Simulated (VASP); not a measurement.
Write the native input for VASP 6.6.1 that does the following.

```yaml
Task: single point
Functional: PBE
Potentials_or_basis: VASP PAW PBE potentials, release 64 (Ni)
Cutoff: 520 eV
k_mesh: 12 × 12 × 7
Occupations: gaussian, width 0.011 eV
Spin: collinear spin, ferromagnetic start
Starting_moments: "[1.0, 1.0] μB"
Dipole_correction: no
Further_INCAR_settings: ALGO = Fast; EDIFF = 1e-06; NBANDS = 21
```

The structure of Ni lies in POSCAR:

```
Ni
1.0
    2.4480228978      0.0000000000      0.0000000000
   -1.2240114489      2.1200500186      0.0000000000
    0.0000000000      0.0000000000      4.0728075700
Ni
2
Direct
    0.6666666667      0.3333333333      0.7500000000
    0.3333333333      0.6666666667      0.2500000000
```

This isn't the form of Ni at room conditions, which is fcc.

These files were run (other wordings do the same):

INCAR

```
PREC = Accurate ; ENCUT = 520
EDIFF = 1E-6 ; ISMEAR = 0
SIGMA = 0.011 ; LREAL = False
LASPH = True ; NELM = 150
ALGO = Fast ; ISIF = 2
LWAVE = False ; LCHARG = True
ISPIN = 2 ; MAGMOM = 1 1
LORBIT = 11 ; LMAXMIX = 4
GGA = PE ; LELF = True
LVHAR = True ; NBANDS = 21
```

KPOINTS

```
regular mesh
0
Gamma
  12 12 7
```

Potentials or basis: VASP PAW PBE potentials, release 64 (Ni).

Run with:

```sh
$ cat potpaw_PBE.64/Ni/POTCAR > POTCAR
$ mpirun -np 1 vasp_std > vasp.out
```

It gave:

```
Pressure                                              : 6.9 GPa
Net moment                                            : 1.27 μB per cell
Site moments                                          : Ni +0.64 μB
Valence electrons inside the program's atomic spheres : Ni 9.36
```

Caveat: the cell stands under pressure.

Run time: 51 s on 1 thread of Intel(R) Xeon(R) Platinum 8488C (Sapphire Rapids), with other jobs on the host, peak memory 0.17 GiB.
